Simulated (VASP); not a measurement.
# ZnGeP2 (I-42d) in VASP: single point with PBE

Aim: the single point of ZnGeP2 with PBE.

Program: VASP 6.6.1. These are calculated values, not measurements. Logs are shortened: lines on timing, memory, paths and dates and some standing lists are left out, and cuts for length are marked.

### 1 The cell of the first run

It takes space group I-42d (No. 122, tetragonal). The conventional cell has a = 5.500 Å, b = 5.500 Å, c = 10.844 Å, α = 90.00°, β = 90.00°, γ = 90.00°. Zn (site symmetry -4) has 4 P at 2.38 Å within 3.1 Å. Within 3.1 Å of Ge (site symmetry -4) lie 4 P at 2.36 Å. P (site symmetry 2) has 2 Ge at 2.36 Å and 2 Zn at 2.38 Å within 3.1 Å.

### 2 Single point, PBE

Contents of INCAR:

```
SYSTEM = ZnGeP2
PREC = Accurate
ENCUT = 500
EDIFF = 1E-6
ISMEAR = 0
SIGMA = 0.02
LREAL = .FALSE.
LASPH = .TRUE.
NELM = 120
ALGO = Normal
ISIF = 2
LWAVE = .FALSE.
LCHARG = .FALSE.
GGA = PE
NBANDS = 46
GGA_COMPAT = .FALSE.
```

Contents of KPOINTS:

```
regular mesh
0
G
  8 8 8
  0 0 0
```

Contents of POSCAR:

```
ZnGeP2
1.0
   -2.7500814183      2.7500814183      5.4220272070
    2.7500814183     -2.7500814183      5.4220272070
    2.7500814183      2.7500814183     -5.4220272070
Zn Ge P
2 2 4
Direct
    0.0000000000      0.0000000000      0.0000000000
    0.7500000000      0.2500000000      0.5000000000
    0.5000000000      0.5000000000      0.0000000000
    0.2500000000      0.7500000000      0.5000000000
    0.3750000000      0.3783883391      0.5033883391
    0.6216116609      0.1250000000      0.9966116609
    0.8750000000      0.8716116609      0.4966116609
    0.1283883391      0.6250000000      0.0033883391
```

Potentials or basis: VASP PAW PBE potentials, release 64 (Zn, Ge_d, P).

Run with:

```sh
$ cat potpaw_PBE.64/Zn/POTCAR potpaw_PBE.64/Ge_d/POTCAR potpaw_PBE.64/P/POTCAR > POTCAR
$ mpirun -np 1 vasp_std > vasp.out
```

OUTCAR:

```text
SYSTEM = ZnGeP2
   PREC = Accurate
   ENCUT = 500
   EDIFF = 1E-6
   ISMEAR = 0
   LREAL = .FALSE.
   LASPH = .TRUE.
   NELM = 120
   ISIF = 2
   GGA = PE

 ion  position               nearest neighbor table
   1  0.000  0.000  0.000-   5 2.38   6 2.38   8 2.38   7 2.38
   2  0.750  0.250  0.500-   8 2.38   5 2.38   7 2.38   6 2.38
   3  0.500  0.500  0.000-   5 2.36   6 2.36   8 2.36   7 2.36
   4  0.250  0.750  0.500-   5 2.36   7 2.36   8 2.36   6 2.36
   5  0.375  0.378  0.503-   3 2.36   4 2.36   1 2.38   2 2.38
   6  0.622  0.125  0.997-   3 2.36   4 2.36   2 2.38   1 2.38
   7  0.875  0.872  0.497-   4 2.36   3 2.36   1 2.38   2 2.38
   8  0.128  0.625  0.003-   3 2.36   4 2.36   2 2.38   1 2.38

  LATTYP: Found a body centered tetragonal cell.
 ALAT       =     5.5001628366
 C/A-ratio  =     1.9715878850

  Lattice vectors:

 A1 = (  -2.7500814183,   2.7500814183,   5.4220272070)
 A2 = (   2.7500814183,  -2.7500814183,   5.4220272070)
 A3 = (   2.7500814183,   2.7500814183,  -5.4220272070)

Analysis of symmetry for initial positions (statically):
=====================================================================
 Subroutine PRICEL returns:
 Original cell was already a primitive cell.

 Routine SETGRP: Setting up the symmetry group for a
 body centered tetragonal supercell.

 Subroutine GETGRP returns: Found  8 space group operations
 (whereof  4 operations were pure point group operations)
 out of a pool of 16 trial point group operations.

The static configuration has the point symmetry S_4 .
 The point group associated with its full space group is D_2d.

Analysis of symmetry for dynamics (positions and initial velocities):
=====================================================================
 Subroutine PRICEL returns:
 Original cell was already a primitive cell.

 Routine SETGRP: Setting up the symmetry group for a
 body centered tetragonal supercell.

 Subroutine GETGRP returns: Found  8 space group operations
 (whereof  4 operations were pure point group operations)
 out of a pool of 16 trial point group operations.

The dynamic configuration has the point symmetry S_4 .
 The point group associated with its full space group is D_2d.

 Subroutine INISYM returns: Found  8 space group operations
 (whereof  4 operations are pure point group operations),
 and found     1 'primitive' translations

[... 112 lines left out ...]
   ISIF   =      2    stress and relaxation
   ISYM   =      2    0-nonsym 1-usesym 2-fastsym
   POTIM  = 0.5000    time-step for ionic-motion
   TEBEG  =    0.0;   TEEND  =   0.0 temperature during run
   PSTRESS=    0.0 pullay stress
   NELECT =      72.0000    total number of electrons
   NUPDOWN=      -1.0000    fix difference up-down
   EMIN   =  10.00;   EMAX   =-10.00  energy-range for DOS
   EFERMI =   0.00;   METHOD = LEGACY
   ISMEAR =     0;   SIGMA  =   0.02  broadening in eV -4-tet -1-fermi 0-gaus
   EFERMI_NEDOS =   21; number of points for ismear=-14 and -15
   IALGO  =     38    algorithm
   IMIX   =      4    mixing-type and parameters
     AMIX     =   0.40;   BMIX     =  1.00
     AMIX_MAG =   1.60;   BMIX_MAG =  1.00
  volume/ion in A,a.u.               =      20.50       138.36
  Fermi-wavevector in a.u.,A,eV,Ry     =   1.244175  2.351149 21.061423  1.547971
  Thomas-Fermi vector in A             =   2.378453
   LORBIT       =      0    0 simple, 1 ext, 2 COOP (PROOUT), +10 PAW based schemes
   GGA     = PE    functional components
   LHFCALC =     F    Hartree Fock is set to
   AEXX    =    0.0000 exact exchange contribution
   IVDW    =     0    specifies the selected vdW correction
   LEPSILON=     F    determine dielectric tensor
   LRPA    =     F    only Hartree local field effects (RPA)
 non-spin polarized calculation
 Gauss-broadening in eV      SIGMA  =   0.02
  energy-cutoff  :      500.00
  volume of cell :      164.03
 maximum number of plane-waves:      4182
 NGX is ok and might be reduce to    50
   NGX = 25   NGY = 25   NGZ = 25

 number of electron      72.0000032 magnetization

 Free energy of the ion-electron system (eV)
  ---------------------------------------------------
  ext. energy  EPLUGINS =         0.00000000
  ---------------------------------------------------
  free energy    TOTEN  =       -34.56119576 eV

  energy without entropy =      -34.56119576  energy(sigma->0) =      -34.56119576

 E-fermi :   4.2251     XC(G=0):  -9.7291

 val. band max:        4.0948892638   @ k =   0.0000   0.0000   0.0000
 cond. band min:       5.2444728322   @ k =   0.5000   0.5000  -0.0000
 fundamental gap:      1.1495835684
 Fermi energy:         4.2250970607

 k-point     1 :       0.0000    0.0000    0.0000
  band No.  band energies     occupation
      1     -20.7246      2.00000
      2     -20.7229      2.00000
      3     -20.7229      2.00000
      4     -20.7193      2.00000
      5     -20.7136      2.00000
      6     -20.7136      2.00000
[... 1165 lines left out ...]
     45       9.4363      0.00000
     46       9.7250      0.00000

 [... further k-points ...]

------------------------ aborting loop because EDIFF is reached ----------------------------------------

  FORCE on cell =-STRESS in cart. coord.  units (eV):
  Direction    XX          YY          ZZ          XY          YZ          ZX
  --------------------------------------------------------------------------------------
  -------------------------------------------------------------------------------------
  Total       -0.0259703     -0.0259703     -0.0208784      0.0000000      0.0000000      0.0000000
  in kB       -0.2536734     -0.2536734     -0.2039370      0.0000000      0.0000000      0.0000000
  external PRESSURE =      -0.2370946 kB  Pullay stress =       0.0000000 kB

 VOLUME and BASIS-vectors are now :
 -----------------------------------------------------------------------------
  energy-cutoff  :      500.00
  volume of cell :      164.03
      direct lattice vectors                 reciprocal lattice vectors
    -2.750081418  2.750081418  5.422027207     0.000000000  0.181812799  0.092216431
     2.750081418 -2.750081418  5.422027207     0.181812799  0.000000000  0.092216431
     2.750081418  2.750081418 -5.422027207     0.181812799  0.181812799  0.000000000

 POSITION                                       TOTAL-FORCE (eV/Angst)
 -----------------------------------------------------------------------------------
      0.00000      0.00000      0.00000         0.000000      0.000000     -0.000000
      0.00000      2.75008      2.71101         0.000000     -0.000000      0.000000
      0.00000      0.00000      5.42203         0.000000     -0.000000      0.000000
      2.75008      0.00000      2.71101         0.000000     -0.000000     -0.000000
      1.39368      1.37504      1.35551         0.027537     -0.000000     -0.000000
      1.37504      4.10649     -1.35551         0.000000     -0.027537      0.000000
      1.35640      1.37504      6.77753        -0.027537      0.000000      0.000000
      1.37504     -1.35640      4.06652         0.000000      0.027537     -0.000000
 -----------------------------------------------------------------------------------
    total drift:                               -0.000005     -0.000005     -0.000007

  FREE ENERGIE OF THE ION-ELECTRON SYSTEM (eV)
  ---------------------------------------------------
  free  energy   TOTEN  =       -34.5611957627 eV

  energy  without entropy=      -34.5611957627  energy(sigma->0) =      -34.56119576
```

It took 5.4 min on 1 thread of AMD EPYC 9R45 (Zen 5), shared host; peak memory 0.54 GiB.

Results:

| Quantity | Value |
| --- | --- |
| Free energy | -34.5612 eV |
| Pressure | 0.0 GPa |
| Largest force | 0.028 eV/Å |
| Band gap on the k mesh | 1.15 eV (least direct gap 1.19 eV) |

Forces on the atoms (eV/Å):
```
Zn   0.000  0.000  0.000
Zn   0.000  0.000  0.000
Ge   0.000  0.000  0.000
Ge   0.000  0.000  0.000
P    0.028  0.000  0.000
P    0.000 -0.028  0.000
P   -0.028  0.000  0.000
P    0.000  0.028  0.000
```

A k mesh can miss the band edges. PBE gaps usually lie below the measured ones, often by a third to a half.
